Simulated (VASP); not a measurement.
# Al3Cu (P4/mmm) in VASP: notebook

Runs on Al3Cu. Level: PBEsol. Tasks: single point.

Everything below comes from runs of VASP 6.6.1. Logs are shortened: lines on timing, memory, paths and dates and some standing lists are left out, and cuts for length are marked.

### Step 1. The cell of the first run

It takes space group P4/mmm (No. 123, tetragonal). Conventional cell: a = 2.725 Å, b = 2.725 Å, c = 7.438 Å, α = 90.00°, β = 90.00°, γ = 90.00°. Al (site symmetry 4/mmm) has 12 Al at 2.72 to 2.82 Å within 3.6 Å. Al (site symmetry 4mm) has 4 Cu at 2.54 Å and 9 Al at 2.72 to 3.32 Å within 3.4 Å. Within 3.4 Å of Cu (site symmetry 4/mmm) lie 8 Al at 2.54 Å and 4 Cu at 2.72 Å.

### Step 2. Single point, PBEsol (volume scaled by 0.94, then relaxed in part)

File INCAR:

```
ALGO = Fast
EDIFF = 1E-6
ENCUT = 520
GGA = PS
ISIF = 2
ISMEAR = 0
LASPH = True
LCHARG = False
LREAL = False
LWAVE = False
NBANDS = 18
NELM = 80
PREC = Accurate
SIGMA = 0.1
```

File KPOINTS:

```
k-points
0
Gamma
  16 16 6
```

File POSCAR:

```
Al3Cu
1.0
    2.7247365169      0.0000000000      0.0000000000
    0.0000000000      2.7247365169      0.0000000000
    0.0000000000      0.0000000000      7.4379270667
Al Cu
3 1
Direct
    0.0000000000      0.0000000000      0.5000000000
    0.5000000000      0.5000000000      0.2233777856
    0.5000000000      0.5000000000      0.7766222144
    0.0000000000      0.0000000000      0.0000000000
```

Potentials or basis: VASP PAW PBE potentials, release 64 (Al, Cu).

Started as:

```sh
$ cat potpaw_PBE.64/Al/POTCAR potpaw_PBE.64/Cu/POTCAR > POTCAR
$ mpirun -np 1 vasp_std > vasp.out
```

OUTCAR:

```text
EDIFF = 1E-6
   ENCUT = 520
   GGA = PS
   ISIF = 2
   ISMEAR = 0
   LASPH = True
   LREAL = False
   NELM = 80
   PREC = Accurate

 ion  position               nearest neighbor table
   1  0.000  0.000  0.500-   2 2.82   3 2.82   2 2.82   3 2.82   2 2.82   3 2.82   2 2.82   3 2.82

   2  0.500  0.500  0.223-   4 2.54   4 2.54   4 2.54   4 2.54   1 2.82   1 2.82   1 2.82   1 2.82
                             3 3.32
   3  0.500  0.500  0.777-   4 2.54   4 2.54   4 2.54   4 2.54   1 2.82   1 2.82   1 2.82   1 2.82
                             2 3.32
   4  0.000  0.000  0.000-   2 2.54   3 2.54   2 2.54   3 2.54   2 2.54   3 2.54   2 2.54   3 2.54

  LATTYP: Found a simple tetragonal cell.
 ALAT       =     2.7247365169
 C/A-ratio  =     2.7297784650

  Lattice vectors:

 A1 = (   2.7247365169,   0.0000000000,   0.0000000000)
 A2 = (   0.0000000000,   2.7247365169,   0.0000000000)
 A3 = (   0.0000000000,   0.0000000000,   7.4379270667)

Analysis of symmetry for initial positions (statically):
=====================================================================
 Subroutine PRICEL returns:
 Original cell was already a primitive cell.

 Routine SETGRP: Setting up the symmetry group for a
 simple tetragonal supercell.

 Subroutine GETGRP returns: Found 16 space group operations
 (whereof 16 operations were pure point group operations)
 out of a pool of 16 trial point group operations.

The static configuration has the point symmetry D_4h.

Analysis of symmetry for dynamics (positions and initial velocities):
=====================================================================
 Subroutine PRICEL returns:
 Original cell was already a primitive cell.

 Routine SETGRP: Setting up the symmetry group for a
 simple tetragonal supercell.

 Subroutine GETGRP returns: Found 16 space group operations
 (whereof 16 operations were pure point group operations)
 out of a pool of 16 trial point group operations.

The dynamic configuration has the point symmetry D_4h.

 Subroutine INISYM returns: Found 16 space group operations
 (whereof 16 operations are pure point group operations),
 and found     1 'primitive' translations

----------------------------------------------------------------------------------------

                                     Primitive cell

  volume of cell :      55.2206

  direct lattice vectors                    reciprocal lattice vectors
     2.724736517  0.000000000  0.000000000     0.367007963  0.000000000  0.000000000
     0.000000000  2.724736517  0.000000000     0.000000000  0.367007963  0.000000000
     0.000000000  0.000000000  7.437927067     0.000000000  0.000000000  0.134446062

  length of vectors
     2.724736517  2.724736517  7.437927067     0.367007963  0.367007963  0.134446062

  position of ions in fractional coordinates (direct lattice)
     0.000000000  0.000000000  0.500000000
     0.500000000  0.500000000  0.223377786
     0.500000000  0.500000000  0.776622214
     0.000000000  0.000000000  0.000000000

  ion indices of the primitive-cell ions
   primitive index   ion index
                 1           1
                 2           2
                 3           3
                 4           4

----------------------------------------------------------------------------------------

 KPOINTS: k-points

Automatic generation of k-mesh.
 Grid dimensions read from file:
 generate k-points for:   16   16    6

 Generating k-lattice:

  Cartesian coordinates                     Fractional coordinates (reciprocal lattice)
     0.022937998  0.000000000  0.000000000     0.062500000  0.000000000  0.000000000
     0.000000000  0.022937998  0.000000000     0.000000000  0.062500000  0.000000000
     0.000000000  0.000000000  0.022407677     0.000000000  0.000000000  0.166666667

  Length of vectors
     0.022937998  0.022937998  0.022407677

  Shift w.r.t. Gamma in fractional coordinates (k-lattice)
     0.000000000  0.000000000  0.000000000

 Subroutine IBZKPT returns following result:
 ===========================================

 Found    180 irreducible k-points:

 Following reciprocal coordinates:
            Coordinates               Weight
  0.000000  0.000000  0.000000      1.000000
  0.062500  0.000000  0.000000      4.000000
  0.125000  0.000000  0.000000      4.000000
  0.187500  0.000000  0.000000      4.000000
  0.250000  0.000000  0.000000      4.000000
  0.312500  0.000000  0.000000      4.000000
[... 16 lines left out ...]
  0.437500  0.125000  0.000000      8.000000
  0.500000  0.125000  0.000000      4.000000
 [... further k-points ...]
   k-points           NKPTS =    180   k-points in BZ     NKDIM =    180   number of bands    NBANDS=     18
   number of dos      NEDOS =    301   number of ions     NIONS =      4
   total plane-waves  NPLWV =  22400
   dimension x,y,z NGX =    20 NGY =   20 NGZ =   56
   dimension x,y,z NGXF=    40 NGYF=   40 NGZF=  112
   ions per type =               3   1
   NGX,Y,Z   is equivalent  to a cutoff of  12.20, 12.20, 12.52 a.u.
   NGXF,Y,Z  is equivalent  to a cutoff of  24.41, 24.41, 25.03 a.u.
 SYSTEM =  unknown system
   PREC   = accura    normal or accurate (medium, high low for compatibility)
   ISTART =      0    job   : 0-new  1-cont  2-samecut
   ICHARG =      2    charge: 1-file 2-atom 10-const
   ISPIN  =      1    spin polarized calculation?
   LNONCOLLINEAR =      F non collinear calculations
   LSORBIT =      F    spin-orbit coupling
   LASPH  =      T    aspherical Exc in radial PAW
   ENCUT  =  520.0 eV  38.22 Ry    6.18 a.u.   5.07  5.07 13.83*2*pi/ulx,y,z
   NELM   =     80;   NELMIN=  2; NELMDL= -5     # of ELM steps
   EDIFF  = 0.1E-05   stopping-criterion for ELM
   LREAL  =      F    real-space projection
   EDIFFG = 0.1E-04   stopping-criterion for IOM
   NSW    =      0    number of steps for IOM
   IBRION =     -1    ionic relax: 0-MD 1-quasi-New 2-CG
   NFREE  =      0    steps in history (QN), initial steepest desc. (CG)
   ISIF   =      2    stress and relaxation
   ISYM   =      2    0-nonsym 1-usesym 2-fastsym
   POTIM  = 0.5000    time-step for ionic-motion
   TEBEG  =    0.0;   TEEND  =   0.0 temperature during run
   PSTRESS=    0.0 pullay stress
   NELECT =      20.0000    total number of electrons
   NUPDOWN=      -1.0000    fix difference up-down
   EMIN   =  10.00;   EMAX   =-10.00  energy-range for DOS
   EFERMI =   0.00;   METHOD = LEGACY
   ISMEAR =     0;   SIGMA  =   0.10  broadening in eV -4-tet -1-fermi 0-gaus
   EFERMI_NEDOS =   21; number of points for ismear=-14 and -15
   IALGO  =     68    algorithm
   IMIX   =      4    mixing-type and parameters
     AMIX     =   0.40;   BMIX     =  1.00
     AMIX_MAG =   1.60;   BMIX_MAG =  1.00
  volume/ion in A,a.u.               =      13.81        93.16
  Fermi-wavevector in a.u.,A,eV,Ry     =   1.166947  2.205210 18.527946  1.361766
  Thomas-Fermi vector in A             =   2.303454
   LORBIT       =      0    0 simple, 1 ext, 2 COOP (PROOUT), +10 PAW based schemes
   GGA     = PS    functional components
   LHFCALC =     F    Hartree Fock is set to
   AEXX    =    0.0000 exact exchange contribution
   IVDW    =     0    specifies the selected vdW correction
   LEPSILON=     F    determine dielectric tensor
   LRPA    =     F    only Hartree local field effects (RPA)
 non-spin polarized calculation
 RMM-DIIS sequential band-by-band and
 Gauss-broadening in eV      SIGMA  =   0.10
  energy-cutoff  :      520.00
  volume of cell :       55.22
 maximum number of plane-waves:      1506
   NGX = 11   NGY = 11   NGZ = 27

 number of electron      19.9999985 magnetization

 Free energy of the ion-electron system (eV)
  ---------------------------------------------------
  ext. energy  EPLUGINS =         0.00000000
  ---------------------------------------------------
  free energy    TOTEN  =       -16.88059235 eV

  energy without entropy =      -16.87265233  energy(sigma->0) =      -16.87662234

 E-fermi :   9.1209     XC(G=0): -11.2035

 val. band max:        9.1147221595   @ k =   0.3125   0.1875   0.1667
 cond. band min:       9.1230712306   @ k =   0.2500   0.1875   0.0000
 fundamental gap:      0.0083490711
 Fermi energy:         9.1209154906

 k-point     1 :       0.0000    0.0000    0.0000
  band No.  band energies     occupation
      1      -2.5521      2.00000
      2      -0.0376      2.00000
      3       0.2573      2.00000
      4       4.3171      2.00000
      5       4.4170      2.00000
      6       5.2917      2.00000
[... 10 lines left out ...]
     17      18.6426      0.00000
     18      18.6485      0.00000

 k-point     2 :       0.0625    0.0000    0.0000
  band No.  band energies     occupation
      1      -2.4734      2.00000
      2       0.0330      2.00000
      3       0.3362      2.00000
      4       4.3325      2.00000
      5       4.4399      2.00000
      6       5.2376      2.00000
[... 10 lines left out ...]
     17      18.7290      0.00000
     18      18.9320      0.00000

 k-point     3 :       0.1250    0.0000    0.0000
  band No.  band energies     occupation
      1      -2.2379      2.00000
      2       0.2435      2.00000
      3       0.5717      2.00000
      4       4.3731      2.00000
      5       4.5065      2.00000
      6       5.1043      2.00000
[... 10 lines left out ...]
     17      18.9866      0.00000
     18      19.2681      0.00000

 k-point     4 :       0.1875    0.0000    0.0000
  band No.  band energies     occupation
      1      -1.8473      2.00000
      2       0.5898      2.00000
      3       0.9607      2.00000
      4       4.4275      2.00000
      5       4.6031      2.00000
      6       4.9418      2.00000
[... 10 lines left out ...]
     17      19.2124      0.00000
     18      19.4099      0.00000

 k-point     5 :       0.2500    0.0000    0.0000
  band No.  band energies     occupation
      1      -1.3045      2.00000
      2       1.0628      2.00000
      3       1.4966      2.00000
      4       4.4797      2.00000
      5       4.6990      2.00000
      6       4.7844      2.00000
[... 10 lines left out ...]
     17      19.1289      0.00000
     18      19.5002      0.00000

 k-point     6 :       0.3125    0.0000    0.0000
  band No.  band energies     occupation
      1      -0.6144      2.00000
      2       1.6436      2.00000
      3       2.1663      2.00000
      4       4.4827      2.00000
      5       4.6522      2.00000
      6       4.7461      2.00000
[... 10 lines left out ...]
     17      19.6271      0.00000
     18      20.0555      0.00000

 k-point     7 :       0.3750    0.0000    0.0000
  band No.  band energies     occupation
      1       0.2157      2.00000
      2       2.2884      2.00000
      3       2.9375      2.00000
      4       4.2075      2.00000
      5       4.5589      2.00000
      6       4.7455      2.00000
[... 10 lines left out ...]
     17      20.3478      0.00000
     18      21.4839      0.00000

 k-point     8 :       0.4375    0.0000    0.0000
  band No.  band energies     occupation
      1       1.1715      2.00000
      2       2.8809      2.00000
      3       3.2963      2.00000
      4       3.8076      2.00000
      5       4.5171      2.00000
      6       4.7748      2.00000
[... 10 lines left out ...]
     17      21.1098      0.00000
     18      21.5415      0.00000
[... 229 lines left out ...]
     17      19.9895      0.00000
     18      20.9214      0.00000

 k-point    20 :       0.2500    0.1250    0.0000
  band No.  band energies     occupation
      1      -0.9966      2.00000
      2       1.3286      2.00000
      3       1.7971      2.00000
      4       4.5852      2.00000
      5       4.7454      2.00000
      6       4.8270      2.00000
[... 10 lines left out ...]
     17      18.4203      0.00000
     18      19.6720      0.00000

 k-point    21 :       0.3125    0.1250    0.0000
  band No.  band energies     occupation
      1      -0.3107      2.00000
      2       1.8955      2.00000
      3       2.4537      2.00000
      4       4.5783      2.00000
      5       4.6928      2.00000
      6       4.7960      2.00000
[... 10 lines left out ...]
     17      17.1507      0.00000
     18      18.5600      0.00000

 k-point    22 :       0.3750    0.1250    0.0000
  band No.  band energies     occupation
      1       0.5134      2.00000
      2       2.5145      2.00000
      3       3.2024      2.00000
      4       4.2932      2.00000
      5       4.5939      2.00000
      6       4.8410      2.00000
[... 10 lines left out ...]
     17      17.3940      0.00000
     18      18.6295      0.00000

 k-point    23 :       0.4375    0.1250    0.0000
  band No.  band energies     occupation
      1       1.4602      2.00000
      2       3.0632      2.00000
      3       3.5372      2.00000
      4       3.9589      2.00000
      5       4.5397      2.00000
      6       4.8050      2.00000
[... 10 lines left out ...]
     17      18.2146      0.00000
     18      18.3197      0.00000

 k-point    24 :       0.5000    0.1250    0.0000
  band No.  band energies     occupation
      1       2.4107      2.00000
      2       2.5975      2.00000
      3       3.3013      2.00000
      4       4.4682      2.00000
      5       4.5265      2.00000
      6       4.5875      2.00000
[... 10 lines left out ...]
     17      17.2149      0.00000
     18      19.1608      0.00000

 [... further k-points ...]
[... 5 lines left out ...]
  --------------------------------------------------------------------------------------
  -------------------------------------------------------------------------------------
  Total        2.4644109      2.4644109      2.4627963      0.0000000     -0.0000000      0.0000000
  in kB       71.5027539     71.5027539     71.4559058      0.0000000     -0.0000000      0.0000000
  external PRESSURE =      71.4871378 kB  Pullay stress =       0.0000000 kB

 VOLUME and BASIS-vectors are now :
 -----------------------------------------------------------------------------
  energy-cutoff  :      520.00
  volume of cell :       55.22
      direct lattice vectors                 reciprocal lattice vectors
     2.724736517  0.000000000  0.000000000     0.367007963  0.000000000  0.000000000
     0.000000000  2.724736517  0.000000000     0.000000000  0.367007963  0.000000000
     0.000000000  0.000000000  7.437927067     0.000000000  0.000000000  0.134446062

 POSITION                                       TOTAL-FORCE (eV/Angst)
 -----------------------------------------------------------------------------------
      0.00000      0.00000      3.71896         0.000000      0.000000      0.000000
      1.36237      1.36237      1.66147         0.000000      0.000000      0.021847
      1.36237      1.36237      5.77646         0.000000     -0.000000     -0.021847
      0.00000      0.00000      0.00000         0.000000      0.000000      0.000000
 -----------------------------------------------------------------------------------
    total drift:                               -0.000000     -0.000000     -0.000000

  FREE ENERGIE OF THE ION-ELECTRON SYSTEM (eV)
  ---------------------------------------------------
  free  energy   TOTEN  =       -16.8805923504 eV

  energy  without entropy=      -16.8726523253  energy(sigma->0) =      -16.87662234
```

Wall time 95 s (1 thread of AMD EPYC 9R45 (Zen 5), shared host); peak memory 0.25 GiB.

What came out:

| Property | Result |
| --- | --- |
| Free energy | -16.8806 eV |
| Pressure | 7.1 GPa |
| Largest force | 0.022 eV/Å |
| Band gap on the k mesh | zero (band 10 reaches 13.49 eV, above the bottom of band 11 at 7.21 eV) |

Forces in eV/Å, atoms in the order of the input:
```
Al   0.000  0.000  0.000
Al   0.000  0.000  0.022
Al   0.000  0.000 -0.022
Cu   0.000  0.000  0.000
```

Caveat: the PAW data sets were made with another functional, which shifts forces and pressure a little.

[end of part 1 of 2]
